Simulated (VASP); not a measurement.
# TaN (Fm-3m) in VASP: further runs

TaN is run at these levels: LDA, PBE; tasks: single point.

Everything below comes from runs of VASP 6.6.1. Logs are shortened: lines on timing, memory, paths and dates and some standing lists are left out, and cuts for length are marked.

### 1 The cell of the first run

The structure is cubic, space group Fm-3m (No. 225). Conventional cell: a = 4.423 Å, b = 4.423 Å, c = 4.423 Å, α = 90.00°, β = 90.00°, γ = 90.00°. Ta (site symmetry m-3m) has 6 N at 2.21 Å within 2.9 Å. Within 2.9 Å of N (site symmetry m-3m) lie 6 Ta at 2.21 Å.

### 2 Single point, LDA

INCAR reads:

```
SYSTEM = TaN
ALGO = Normal ; EDIFF = 1E-6
ENCUT = 520 ; ISIF = 2
ISMEAR = -1 ; LASPH = .True.
LCHARG = .False. ; LREAL = .False.
LWAVE = .False. ; NBANDS = 15
NELM = 60 ; PREC = Accurate
SIGMA = 0.05
```

KPOINTS reads:

```
k-points
0
Gamma
  10 10 10
  0 0 0
```

POSCAR reads:

```
TaN
1.0
    0.0000000000      2.2113230000      2.2113230000
    2.2113230000      0.0000000000      2.2113230000
    2.2113230000      2.2113230000      0.0000000000
Ta N
1 1
Direct
    0.5000000000      0.5000000000      0.5000000000
    0.0000000000      0.0000000000      0.0000000000
```

Potentials or basis: VASP PAW LDA potentials, release 64 (Ta_pv, N).

Run with:

```sh
$ cat potpaw_LDA.64/Ta_pv/POTCAR potpaw_LDA.64/N/POTCAR > POTCAR
$ mpirun -np 1 vasp_std > vasp.out
```

OUTCAR:

```text
SYSTEM = TaN
   EDIFF = 1E-6
   ENCUT = 520
   ISIF = 2
   ISMEAR = -1
   LASPH = .True.
   LREAL = .False.
   NELM = 60
   PREC = Accurate

 ion  position               nearest neighbor table
   1  0.500  0.500  0.500-   2 2.21   2 2.21   2 2.21   2 2.21   2 2.21   2 2.21
   2  0.000  0.000  0.000-   1 2.21   1 2.21   1 2.21   1 2.21   1 2.21   1 2.21

  LATTYP: Found a face centered cubic cell.
 ALAT       =     4.4226460000

  Lattice vectors:

 A1 = (   0.0000000000,   2.2113230000,   2.2113230000)
 A2 = (   2.2113230000,   0.0000000000,   2.2113230000)
 A3 = (   2.2113230000,   2.2113230000,   0.0000000000)

Analysis of symmetry for initial positions (statically):
=====================================================================
 Subroutine PRICEL returns:
 Original cell was already a primitive cell.

 Routine SETGRP: Setting up the symmetry group for a
 face centered cubic supercell.

 Subroutine GETGRP returns: Found 48 space group operations
 (whereof 48 operations were pure point group operations)
 out of a pool of 48 trial point group operations.

The static configuration has the point symmetry O_h .

Analysis of symmetry for dynamics (positions and initial velocities):
=====================================================================
 Subroutine PRICEL returns:
 Original cell was already a primitive cell.

 Routine SETGRP: Setting up the symmetry group for a
 face centered cubic supercell.

 Subroutine GETGRP returns: Found 48 space group operations
 (whereof 48 operations were pure point group operations)
 out of a pool of 48 trial point group operations.

The dynamic configuration has the point symmetry O_h .

 Subroutine INISYM returns: Found 48 space group operations
 (whereof 48 operations are pure point group operations),
 and found     1 'primitive' translations

----------------------------------------------------------------------------------------

                                     Primitive cell

  volume of cell :      21.6265

  direct lattice vectors                    reciprocal lattice vectors
     0.000000000  2.211323000  2.211323000    -0.226108985  0.226108985  0.226108985
     2.211323000  0.000000000  2.211323000     0.226108985 -0.226108985  0.226108985
     2.211323000  2.211323000  0.000000000     0.226108985  0.226108985 -0.226108985

  length of vectors
     3.127282977  3.127282977  3.127282977     0.391632251  0.391632251  0.391632251

  position of ions in fractional coordinates (direct lattice)
     0.500000000  0.500000000  0.500000000
     0.000000000  0.000000000  0.000000000

  ion indices of the primitive-cell ions
   primitive index   ion index
                 1           1
                 2           2

[... 87 lines left out ...]
   EFERMI_NEDOS =   21; number of points for ismear=-14 and -15
   IALGO  =     38    algorithm
   IMIX   =      4    mixing-type and parameters
     AMIX     =   0.40;   BMIX     =  1.00
     AMIX_MAG =   1.60;   BMIX_MAG =  1.00
  volume/ion in A,a.u.               =      10.81        72.97
  Fermi-wavevector in a.u.,A,eV,Ry     =   1.480651  2.798024 29.828417  2.192327
  Thomas-Fermi vector in A             =   2.594659
   LORBIT       =      0    0 simple, 1 ext, 2 COOP (PROOUT), +10 PAW based schemes
   GGA     = CA    functional components
   LHFCALC =     F    Hartree Fock is set to
   AEXX    =    0.0000 exact exchange contribution
   IVDW    =     0    specifies the selected vdW correction
   LEPSILON=     F    determine dielectric tensor
   LRPA    =     F    only Hartree local field effects (RPA)
 non-spin polarized calculation
  energy-cutoff  :      520.00
  volume of cell :       21.63
 maximum number of plane-waves:       592
   NGX = 11   NGY = 11   NGZ = 11

 number of electron      16.0000004 magnetization

 Free energy of the ion-electron system (eV)
  ---------------------------------------------------
  ext. energy  EPLUGINS =         0.00000000
  ---------------------------------------------------
  free energy    TOTEN  =       -24.11610286 eV

  energy without entropy =      -24.10959994  energy(sigma->0) =      -24.11285140

 E-fermi :   9.2226     XC(G=0): -13.5705

 val. band max:        9.1874404512   @ k =   0.0000   0.0000   0.0000
 cond. band min:       9.2639066914   @ k =  -0.3000   0.3000   0.1000
 fundamental gap:      0.0764662403
 Fermi energy:         9.2225683345

 k-point     1 :       0.0000    0.0000    0.0000
  band No.  band energies     occupation
      1     -26.4023      2.00000
      2     -26.4023      2.00000
      3     -26.4023      2.00000
      4      -9.2582      2.00000
      5       5.4920      2.00000
      6       5.4920      2.00000
      7       5.4920      2.00000
      8       7.1104      2.00000
      9       7.1104      2.00000
     10       7.1104      2.00000
     11       9.1874      1.33751
     12       9.1874      1.33751
     13      10.7860      0.00000
     14      18.6820      0.00000
[... 401 lines left out ...]
      2     -26.6351      2.00000
      3     -26.6105      2.00000
      4      -7.6966      2.00000
      5       1.4039      2.00000
      6       3.4369      2.00000
      7       4.1130      2.00000
      8       5.4179      2.00000
      9      11.2590      0.00000
     10      12.0306      0.00000
     11      12.1071      0.00000
     12      13.0351      0.00000
     13      17.4053      0.00000
     14      19.6969      0.00000
     15      20.5664      0.00000

 [... further k-points ...]

------------------------ aborting loop because EDIFF is reached ----------------------------------------

  FORCE on cell =-STRESS in cart. coord.  units (eV):
  Direction    XX          YY          ZZ          XY          YZ          ZX
  --------------------------------------------------------------------------------------
  -------------------------------------------------------------------------------------
  Total       -2.0914923     -2.0914923     -2.0914923      0.0000000      0.0000000     -0.0000000
  in kB     -154.9459802   -154.9459802   -154.9459802      0.0000000      0.0000000     -0.0000000
  external PRESSURE =    -154.9459802 kB  Pullay stress =       0.0000000 kB

 VOLUME and BASIS-vectors are now :
 -----------------------------------------------------------------------------
  energy-cutoff  :      520.00
  volume of cell :       21.63
      direct lattice vectors                 reciprocal lattice vectors
     0.000000000  2.211323000  2.211323000    -0.226108985  0.226108985  0.226108985
     2.211323000  0.000000000  2.211323000     0.226108985 -0.226108985  0.226108985
     2.211323000  2.211323000  0.000000000     0.226108985  0.226108985 -0.226108985

 POSITION                                       TOTAL-FORCE (eV/Angst)
 -----------------------------------------------------------------------------------
      2.21132      2.21132      2.21132        -0.000000     -0.000000      0.000000
      0.00000      0.00000      0.00000         0.000000      0.000000     -0.000000
 -----------------------------------------------------------------------------------
    total drift:                                0.000000     -0.000000     -0.000000

  FREE ENERGIE OF THE ION-ELECTRON SYSTEM (eV)
  ---------------------------------------------------
  free  energy   TOTEN  =       -24.1161028591 eV

  energy  without entropy=      -24.1095999420  energy(sigma->0) =      -24.11285140
```

OSZICAR:

```text
N       E                     dE             d eps       ncg     rms          rms(c)
DAV:   1     0.855997512132E+02    0.85600E+02   -0.87213E+03  1410   0.112E+03
DAV:   2    -0.246618490220E+02   -0.11026E+03   -0.10378E+03  1753   0.293E+02
DAV:   3    -0.271278212853E+02   -0.24660E+01   -0.24550E+01  1550   0.403E+01
DAV:   4    -0.271363769408E+02   -0.85557E-02   -0.85535E-02  1838   0.259E+00
DAV:   5    -0.271364452050E+02   -0.68264E-04   -0.68262E-04  1585   0.192E-01    0.232E+01
DAV:   6    -0.242862810038E+02    0.28502E+01   -0.59239E+00  1509   0.259E+01    0.965E+00
DAV:   7    -0.241611523539E+02    0.12513E+00   -0.39797E-01  1704   0.527E+00    0.660E+00
DAV:   8    -0.241202521874E+02    0.40900E-01   -0.16781E-01  1529   0.338E+00    0.125E+00
DAV:   9    -0.241163259805E+02    0.39262E-02   -0.11907E-02  1557   0.884E-01    0.246E-01
DAV:  10    -0.241161125571E+02    0.21342E-03   -0.71475E-04  1641   0.268E-01    0.444E-02
DAV:  11    -0.241161026893E+02    0.98678E-05   -0.24803E-05  1536   0.582E-02    0.159E-02
DAV:  12    -0.241161028591E+02   -0.16984E-06   -0.73147E-07   985   0.963E-03
   1 F= -.24116103E+02 E0= -.24112851E+02  d E =-.650292E-02
```

stdout:

```text
POSCAR found type information on POSCAR TaN
 POSCAR found :  2 types and       2 ions
 scaLAPACK will be used
 LDA part: xc-table for (Slater(with rela. corr.)+CA(PZ))
 , standard interpolation
 POSCAR, INCAR and KPOINTS ok, starting setup
 FFT: planning ... GRIDC
 FFT: planning ... GRID_SOFT
 FFT: planning ... GRID
 WAVECAR not read
 entering main loop
```

Wall time 8 s (1 thread of Intel Xeon Platinum 8488C (Sapphire Rapids), shared host); peak memory 0.14 GiB.

What came out:

| Quantity | Value |
| --- | --- |
| Free energy | -24.1161 eV |
| Pressure | -15.5 GPa |
| Band gap on the k mesh | zero (band 8 reaches 11.02 eV, above the bottom of band 9 at 7.11 eV) |

Caveat: spin-orbit coupling is left out, which moves the levels of the heavy elements.

### 3 Single point, LDA

This run uses another cell than the first one, of 10.60 Å³/atom, 0.980 times its volume.

INCAR reads:

```
ALGO = Normal
EDIFF = 1E-6
ENCUT = 520
GGA = CA
ISIF = 2
ISMEAR = -1
LASPH = True
LCHARG = False
LREAL = False
LWAVE = False
NBANDS = 15
NELM = 60
PREC = Accurate
SIGMA = 0.05
```

KPOINTS reads:

```
k-points
0
Gamma
  10 10 10
```

POSCAR reads:

```
TaN
1.0
    0.0000000000      2.1964814589      2.1964814589
    2.1964814589      0.0000000000      2.1964814589
    2.1964814589      2.1964814589      0.0000000000
Ta N
1 1
Direct
    0.5000000000      0.5000000000      0.5000000000
    0.0000000000      0.0000000000      0.0000000000
```

Potentials or basis: VASP PAW LDA potentials, release 64 (Ta_pv, N).

Run with:

```sh
$ cat potpaw_LDA.64/Ta_pv/POTCAR potpaw_LDA.64/N/POTCAR > POTCAR
$ mpirun -np 1 vasp_std > vasp.out
```

OUTCAR:

```text
EDIFF = 1E-6
   ENCUT = 520
   GGA = CA
   ISIF = 2
   ISMEAR = -1
   LASPH = True
   LREAL = False
   NELM = 60
   PREC = Accurate

 ion  position               nearest neighbor table
   1  0.500  0.500  0.500-   2 2.20   2 2.20   2 2.20   2 2.20   2 2.20   2 2.20
   2  0.000  0.000  0.000-   1 2.20   1 2.20   1 2.20   1 2.20   1 2.20   1 2.20

  LATTYP: Found a face centered cubic cell.
 ALAT       =     4.3929629178

  Lattice vectors:

[... 617 lines left out ...]

------------------------ aborting loop because EDIFF is reached ----------------------------------------

  FORCE on cell =-STRESS in cart. coord.  units (eV):
  Direction    XX          YY          ZZ          XY          YZ          ZX
  --------------------------------------------------------------------------------------
  -------------------------------------------------------------------------------------
  Total       -1.1959636     -1.1959636     -1.1959636      0.0000000     -0.0000000      0.0000000
  in kB      -90.4098830    -90.4098830    -90.4098830      0.0000000     -0.0000000      0.0000000
  external PRESSURE =     -90.4098830 kB  Pullay stress =       0.0000000 kB

 VOLUME and BASIS-vectors are now :
 -----------------------------------------------------------------------------
  energy-cutoff  :      520.00
  volume of cell :       21.19
      direct lattice vectors                 reciprocal lattice vectors
     0.000000000  2.196481459  2.196481459    -0.227636795  0.227636795  0.227636795
     2.196481459  0.000000000  2.196481459     0.227636795 -0.227636795  0.227636795
     2.196481459  2.196481459  0.000000000     0.227636795  0.227636795 -0.227636795

 POSITION                                       TOTAL-FORCE (eV/Angst)
 -----------------------------------------------------------------------------------
      2.19648      2.19648      2.19648        -0.000000     -0.000000      0.000000
      0.00000      0.00000      0.00000         0.000000      0.000000     -0.000000
 -----------------------------------------------------------------------------------
    total drift:                                0.000000     -0.000000     -0.000000

  FREE ENERGIE OF THE ION-ELECTRON SYSTEM (eV)
  ---------------------------------------------------
  free  energy   TOTEN  =       -24.1490481328 eV

  energy  without entropy=      -24.1427237354  energy(sigma->0) =      -24.14588593
```

OSZICAR:

```text
N       E                     dE             d eps       ncg     rms          rms(c)
DAV:   1     0.851712750211E+02    0.85171E+02   -0.87284E+03  1410   0.112E+03
DAV:   2    -0.246045605529E+02   -0.10978E+03   -0.10326E+03  1746   0.291E+02
DAV:   3    -0.271621259273E+02   -0.25576E+01   -0.25479E+01  1564   0.410E+01
DAV:   4    -0.271706951557E+02   -0.85692E-02   -0.85668E-02  1837   0.264E+00
DAV:   5    -0.271707539394E+02   -0.58784E-04   -0.58784E-04  1564   0.193E-01    0.242E+01
DAV:   6    -0.243114515021E+02    0.28593E+01   -0.59530E+00  1523   0.261E+01    0.101E+01
DAV:   7    -0.241929588700E+02    0.11849E+00   -0.36935E-01  1662   0.519E+00    0.687E+00
DAV:   8    -0.241526976949E+02    0.40261E-01   -0.15002E-01  1536   0.323E+00    0.124E+00
DAV:   9    -0.241492636806E+02    0.34340E-02   -0.10734E-02  1515   0.839E-01    0.249E-01
DAV:  10    -0.241490574020E+02    0.20628E-03   -0.60281E-04  1641   0.260E-01    0.401E-02
DAV:  11    -0.241490479968E+02    0.94052E-05   -0.25526E-05  1522   0.594E-02    0.159E-02
DAV:  12    -0.241490481328E+02   -0.13598E-06   -0.72330E-07   964   0.983E-03
   1 F= -.24149048E+02 E0= -.24145886E+02  d E =-.632440E-02
```

stdout:

```text
POSCAR found type information on POSCAR TaN
 POSCAR found :  2 types and       2 ions
 scaLAPACK will be used
 LDA part: xc-table for (Slater(with rela. corr.)+CA(PZ))
 , standard interpolation
 POSCAR, INCAR and KPOINTS ok, starting setup
 FFT: planning ... GRIDC
 FFT: planning ... GRID_SOFT
 FFT: planning ... GRID
 WAVECAR not read
 entering main loop
```

Run time: 6.1 s. Hardware: 1 thread of Intel Xeon Platinum 8488C (Sapphire Rapids), shared host; peak memory 0.14 GiB.

Results:

- Free energy: -24.1490 eV
- Pressure: -9.0 GPa
- Band gap on the k mesh: zero (band 8 reaches 11.32 eV, above the bottom of band 9 at 7.29 eV)

Caveat: spin-orbit coupling is left out, which moves the levels of the heavy elements.

### 4 Single point, LDA

INCAR reads:

```
ALGO = Normal ; EDIFF = 1E-6
ENCUT = 520 ; ISIF = 2
ISMEAR = -1 ; LASPH = T
LCHARG = F ; LREAL = F
LWAVE = F ; NBANDS = 15
NELM = 80 ; PREC = Accurate
SIGMA = 0.05
```

KPOINTS is that of step 3.

POSCAR reads:

```
TaN
1.0
    0.0000000000      2.2113230000      2.2113230000
    2.2113230000      0.0000000000      2.2113230000
    2.2113230000      2.2113230000      0.0000000000
Ta N
1 1
Direct
    0.5000000000      0.5000000000      0.5000000000
    0.0000000000      0.0000000000      0.0000000000
```

Potentials or basis: VASP PAW LDA potentials, release 64 (Ta_pv, N).

Run with:

```sh
$ cat potpaw_LDA.64/Ta_pv/POTCAR potpaw_LDA.64/N/POTCAR > POTCAR
$ mpirun -np 1 vasp_std > vasp.out
```

OUTCAR:

```text
EDIFF = 1E-6
   ENCUT = 520
   ISIF = 2
   ISMEAR = -1
   LASPH = T
   LREAL = F
   NELM = 80
   PREC = Accurate

 ion  position               nearest neighbor table
   1  0.500  0.500  0.500-   2 2.21   2 2.21   2 2.21   2 2.21   2 2.21   2 2.21
   2  0.000  0.000  0.000-   1 2.21   1 2.21   1 2.21   1 2.21   1 2.21   1 2.21

  LATTYP: Found a face centered cubic cell.
 ALAT       =     4.4226460000

  Lattice vectors:

[... 617 lines left out ...]

------------------------ aborting loop because EDIFF is reached ----------------------------------------

  FORCE on cell =-STRESS in cart. coord.  units (eV):
  Direction    XX          YY          ZZ          XY          YZ          ZX
  --------------------------------------------------------------------------------------
  -------------------------------------------------------------------------------------
  Total       -2.0914923     -2.0914923     -2.0914923      0.0000000      0.0000000     -0.0000000
  in kB     -154.9459802   -154.9459802   -154.9459802      0.0000000      0.0000000     -0.0000000
  external PRESSURE =    -154.9459802 kB  Pullay stress =       0.0000000 kB

 VOLUME and BASIS-vectors are now :
 -----------------------------------------------------------------------------
  energy-cutoff  :      520.00
  volume of cell :       21.63
      direct lattice vectors                 reciprocal lattice vectors
     0.000000000  2.211323000  2.211323000    -0.226108985  0.226108985  0.226108985
     2.211323000  0.000000000  2.211323000     0.226108985 -0.226108985  0.226108985
     2.211323000  2.211323000  0.000000000     0.226108985  0.226108985 -0.226108985

 POSITION                                       TOTAL-FORCE (eV/Angst)
 -----------------------------------------------------------------------------------
      2.21132      2.21132      2.21132        -0.000000     -0.000000      0.000000
      0.00000      0.00000      0.00000         0.000000      0.000000     -0.000000
 -----------------------------------------------------------------------------------
    total drift:                                0.000000     -0.000000     -0.000000

  FREE ENERGIE OF THE ION-ELECTRON SYSTEM (eV)
  ---------------------------------------------------
  free  energy   TOTEN  =       -24.1161028591 eV

  energy  without entropy=      -24.1095999420  energy(sigma->0) =      -24.11285140
```

stdout:

```text
POSCAR found type information on POSCAR TaN
 POSCAR found :  2 types and       2 ions
 scaLAPACK will be used
 LDA part: xc-table for (Slater(with rela. corr.)+CA(PZ))
 , standard interpolation
 POSCAR, INCAR and KPOINTS ok, starting setup
 FFT: planning ... GRIDC
 FFT: planning ... GRID_SOFT
 FFT: planning ... GRID
 WAVECAR not read
 entering main loop
```

Wall time 7.6 s (1 thread of Intel Xeon Platinum 8488C (Sapphire Rapids), shared host); peak memory 0.14 GiB.

What came out:

```
Free energy            : -24.1161 eV
Pressure               : -15.5 GPa
Band gap on the k mesh : zero (band 8 reaches 11.02 eV, above the bottom of band 9 at 7.11 eV)
```

Levels at points of the mesh, in eV from the Fermi level:
| k point | band 5 | band 6 | band 7 | band 8 | band 9 | band 10 | band 11 | band 12 |
| --- | --- | --- | --- | --- | --- | --- | --- | --- |
| (0.00, 0.00, 0.00) | -3.73 | -3.73 | -3.73 | -2.11 | -2.11 | -2.11 | -0.04 | -0.04 |
| (0.50, 0.00, 0.00) | -10.21 | -7.46 | -7.46 | 1.80 | 1.80 | 1.92 | 3.88 | 7.30 |
| (0.50, 0.50, 0.00) | -6.52 | -5.38 | -4.54 | -4.54 | 1.97 | 3.40 | 3.40 | 4.41 |

Caveat: spin-orbit coupling is left out, which moves the levels of the heavy elements.

(Continued in part 2 of 2.)
